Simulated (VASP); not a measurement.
# Ni (Fm-3m) in VASP: electric field gradients with PBE

Aim: the electric field gradients of Ni with PBE.

Program: VASP 6.6.1. These are calculated values, not measurements. Logs are shortened: lines on timing, memory, paths and dates and some standing lists are left out, and cuts for length are marked.

### Step 1. The cell of the first run

Symmetry: Fm-3m, No. 225, cubic system. Conventional cell: a = 3.519 Å, b = 3.519 Å, c = 3.519 Å, α = 90.00°, β = 90.00°, γ = 90.00°. Within 3.3 Å of Ni (site symmetry m-3m) lie 12 Ni at 2.49 Å.

### Step 2. Electric field gradients, PBE, collinear spin, ferromagnetic start

The input, INCAR:

```
SYSTEM = Ni
ALGO     = Fast           ! electronic algorithm
EDIFF    = 1E-8           ! SCF threshold, eV
ENCUT    = 520            ! plane-wave cutoff, eV
GGA      = PE             ! functional
ISIF     = 2              ! what is computed and relaxed
ISMEAR   = 0              ! smearing method
ISPIN    = 2              ! spin polarisation
LASPH    = .True.         ! aspherical terms in the spheres
LCHARG   = .False.        ! write CHGCAR
LEFG     = .True.       
LMAXMIX  = 4              ! l up to which the mixer works
LORBIT   = 11             ! projections on sites
LREAL    = .False.        ! projectors in reciprocal space
LWAVE    = .False.        ! write WAVECAR
MAGMOM   = 0.76           ! initial moments
NBANDS   = 15             ! bands
NELM     = 150            ! most SCF steps
PREC     = Accurate       ! precision mode
SIGMA    = 0.05           ! smearing width, eV
```

The input, KPOINTS:

```
k-points
0
Gamma
  22 22 22
  0 0 0
```

The input, POSCAR:

```
Ni
1.0
    0.0000000000      1.7593096198      1.7593096198
    1.7593096198      0.0000000000      1.7593096198
    1.7593096198      1.7593096198      0.0000000000
Ni
1
Direct
    0.0000000000      0.0000000000      0.0000000000
```

Potentials or basis: VASP PAW PBE potentials, release 64 (Ni).

On the command line:

```console
$ cat potpaw_PBE.64/Ni/POTCAR > POTCAR
$ mpirun -np 1 vasp_std > vasp.out
```

OUTCAR:

```text
SYSTEM = Ni
   EDIFF = 1E-8
   ENCUT = 520
   GGA = PE
   ISIF = 2
   ISMEAR = 0
   ISPIN = 2
   LASPH = .True.
   LORBIT = 11
   LREAL = .False.
   NELM = 150
   PREC = Accurate

 ion  position               nearest neighbor table
   1  0.000  0.000  0.000-

  LATTYP: Found a face centered cubic cell.
 ALAT       =     3.5186192396

  Lattice vectors:

 A1 = (   0.0000000000,   1.7593096198,   1.7593096198)
 A2 = (   1.7593096198,   0.0000000000,   1.7593096198)
 A3 = (   1.7593096198,   1.7593096198,   0.0000000000)

Analysis of symmetry for initial positions (statically):
=====================================================================
 Subroutine PRICEL returns:
 Original cell was already a primitive cell.

 Routine SETGRP: Setting up the symmetry group for a
 face centered cubic supercell.

 Subroutine GETGRP returns: Found 48 space group operations
 (whereof 48 operations were pure point group operations)
 out of a pool of 48 trial point group operations.

The static configuration has the point symmetry O_h .

Analysis of symmetry for dynamics (positions and initial velocities):
=====================================================================
 Subroutine PRICEL returns:
 Original cell was already a primitive cell.

 Routine SETGRP: Setting up the symmetry group for a
 face centered cubic supercell.

 Subroutine GETGRP returns: Found 48 space group operations
 (whereof 48 operations were pure point group operations)
 out of a pool of 48 trial point group operations.

The dynamic configuration has the point symmetry O_h .

Analysis of structural, dynamic, and magnetic symmetry:
=====================================================================
 Subroutine PRICEL returns:
 Original cell was already a primitive cell.

 Routine SETGRP: Setting up the symmetry group for a
 face centered cubic supercell.

 Subroutine GETGRP returns: Found 48 space group operations
 (whereof 48 operations were pure point group operations)
 out of a pool of 48 trial point group operations.

The overall configuration has the point symmetry O_h .

 Subroutine INISYM returns: Found 48 space group operations
 (whereof 48 operations are pure point group operations),
 and found     1 'primitive' translations

----------------------------------------------------------------------------------------

[... 574 lines left out ...]
     11      37.3370      0.00000
     12      38.0392      0.00000
     13      43.5527      0.00000
     14      54.5471      0.00000
     15      55.2992      0.00000

 [... further k-points ...]

 spin component 2

 k-point     1 :       0.0000    0.0000    0.0000
  band No.  band energies     occupation
      1       0.3251      1.00000
      2       7.6913      1.00000
      3       7.6913      1.00000
      4       7.6913      1.00000
      5       8.6939      1.00000
      6       8.6939      1.00000
      7      32.9145      0.00000
      8      36.9126      0.00000
      9      36.9126      0.00000
     10      36.9126      0.00000
     11      39.9679      0.00000
     12      39.9679      0.00000
     13      39.9679      0.00000
     14      42.7121      0.00000
[... 403 lines left out ...]
      4       8.5766      1.00000
      5       9.4816      0.00119
      6       9.9107      0.00000
      7      15.6794      0.00000
      8      31.0066      0.00000
      9      33.2127      0.00000
     10      33.8481      0.00000
     11      37.3861      0.00000
     12      38.0714      0.00000
     13      43.6783      0.00000
     14      54.6206      0.00000
     15      55.4136      0.00000

 [... further k-points ...]
[... 5 lines left out ...]
  --------------------------------------------------------------------------------------
  -------------------------------------------------------------------------------------
  Total       -0.0012328     -0.0012328     -0.0012328     -0.0000000      0.0000000     -0.0000000
  in kB       -0.1813557     -0.1813557     -0.1813557     -0.0000000      0.0000000     -0.0000000
  external PRESSURE =      -0.1813557 kB  Pullay stress =       0.0000000 kB

 VOLUME and BASIS-vectors are now :
 -----------------------------------------------------------------------------
  energy-cutoff  :      520.00
  volume of cell :       10.89
      direct lattice vectors                 reciprocal lattice vectors
     0.000000000  1.759309620  1.759309620    -0.284202391  0.284202391  0.284202391
     1.759309620  0.000000000  1.759309620     0.284202391 -0.284202391  0.284202391
     1.759309620  1.759309620  0.000000000     0.284202391  0.284202391 -0.284202391

 POSITION                                       TOTAL-FORCE (eV/Angst)
 -----------------------------------------------------------------------------------
      0.00000      0.00000      0.00000         0.000000     -0.000000      0.000000
 -----------------------------------------------------------------------------------
    total drift:                                0.000000      0.000000      0.000000

  FREE ENERGIE OF THE ION-ELECTRON SYSTEM (eV)
  ---------------------------------------------------
  free  energy   TOTEN  =        -5.4717543566 eV

  energy  without entropy=       -5.4699164362  energy(sigma->0) =       -5.47083540

 Electric field gradients (V/A^2)
---------------------------------------------------------------------
 ion       V_xx      V_yy      V_zz      V_xy      V_xz      V_yz
---------------------------------------------------------------------
   1      -0.000    -0.000    -0.000    -0.002    -0.002    -0.002
---------------------------------------------------------------------

 Electric field gradients after diagonalization (V/A^2)
 (convention: |V_zz| > |V_xx| > |V_yy|)
----------------------------------------------------------------------
 ion       V_xx      V_yy      V_zz     asymmetry (V_yy - V_xx)/ V_zz
----------------------------------------------------------------------
   1       0.002     0.002    -0.003       0.000
----------------------------------------------------------------------

           NMR quadrupolar parameters

 Cq : quadrupolar parameter    Cq=e*Q*V_zz/h
 eta: asymmetry parameters     (V_yy - V_xx)/ V_zz
 Q  : nuclear electric quadrupole moment in mb (millibarn)
----------------------------------------------------------------------
 ion       Cq(MHz)       eta       Q (mb)
----------------------------------------------------------------------
   1      -0.000       0.000       1.000
----------------------------------------------------------------------

 total charge

# of ion       s       p       d       tot
------------------------------------------
    1        0.498   0.497   8.313   9.308

 magnetization (x)

# of ion       s       p       d       tot
------------------------------------------
    1       -0.006  -0.025   0.688   0.657
```

OSZICAR:

```text
N       E                     dE             d eps       ncg     rms          rms(c)
DAV:   1     0.325092966489E+02    0.32509E+02   -0.41972E+03 20951   0.856E+02
DAV:   2    -0.508548313241E+01   -0.37595E+02   -0.34838E+02 22354   0.161E+02
DAV:   3    -0.649337154832E+01   -0.14079E+01   -0.13968E+01 24181   0.307E+01
DAV:   4    -0.650172608718E+01   -0.83545E-02   -0.83535E-02 24121   0.226E+00
DAV:   5    -0.650182698011E+01   -0.10089E-03   -0.10089E-03 24622   0.221E-01    0.990E+00
RMM:   6    -0.581039965207E+01    0.69143E+00   -0.16680E+00 26647   0.137E+01    0.639E+00
RMM:   7    -0.549419699011E+01    0.31620E+00   -0.19490E-01 26266   0.454E+00    0.211E+00
RMM:   8    -0.547428773955E+01    0.19909E-01   -0.44138E-03 30335   0.395E-01    0.967E-01
RMM:   9    -0.547226027017E+01    0.20275E-02   -0.85700E-04 30939   0.168E-01    0.234E-01
RMM:  10    -0.547176098412E+01    0.49929E-03   -0.16230E-04 28298   0.132E-01    0.429E-02
RMM:  11    -0.547175328779E+01    0.76963E-05   -0.37510E-05 30126   0.455E-02    0.384E-02
RMM:  12    -0.547175426844E+01   -0.98065E-06   -0.84448E-06 32003   0.169E-02    0.162E-02
RMM:  13    -0.547175422854E+01    0.39893E-07   -0.86629E-07 30948   0.599E-03    0.262E-03
RMM:  14    -0.547175434945E+01   -0.12091E-06   -0.14278E-07 31785   0.218E-03    0.483E-04
RMM:  15    -0.547175437600E+01   -0.26550E-07   -0.19598E-08 26503   0.108E-03    0.395E-04
RMM:  16    -0.547175436568E+01    0.10317E-07   -0.44836E-09 19815   0.492E-04    0.127E-04
RMM:  17    -0.547175435657E+01    0.91134E-08   -0.15048E-09 18994   0.268E-04
   1 F= -.54717544E+01 E0= -.54708354E+01  d E =-.183792E-02  mag=     0.6457
```

It took 4.3 min on 1 thread of Intel Xeon 8259CL, shared host; peak memory 0.2 GiB.

Results:

```yaml
Free_energy: -5.4718 eV
Pressure: 0.0 GPa
Net_moment: 0.65 μB per cell
Site_moments: Ni +0.66 μB
Largest_electric_field_gradient_by_atom: zero within the noise of the run
Valence_electrons_inside_the_program's_atomic_spheres: Ni 9.31
```
